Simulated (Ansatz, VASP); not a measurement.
## One calculation of Cd, two programs

```
Cd
1.0
    -1.76810    1.76810    1.76810
     1.76810   -1.76810    1.76810
     1.76810    1.76810   -1.76810
Cd
1
Direct
  0.00000 0.00000 0.00000
```

Alike in both runs: task single point; functional r2SCAN; k mesh 16 × 16 × 16; occupations gaussian, width 0.05 eV; no spin polarisation.

|  | VASP | Ansatz |
| --- | --- | --- |
| version | VASP 6.6.1 | Ansatz 0.2.0 |
| potentials or method | VASP PAW PBE potentials, release 64 (Cd), cutoff 520 eV | scalar-relativistic, plane waves, PAW |
| valence electrons in the cell | 12 | 20 |

```csv
,VASP,Ansatz,Ansatz less VASP
gap on the k mesh at the Fermi level (eV),none,none,-
pressure (GPa),0.3,0.0,-0.30
```

VASP's potentials were made for PBE, not for r2SCAN. A gap of «none» marks a metal or a gap that the smearing closes. With one functional, cell and mesh, what is left measures potentials, basis and numerics. VASP's potentials hold 12 valence electrons a cell and Ansatz's 20, so a difference there can come from the potentials and not from the codes.
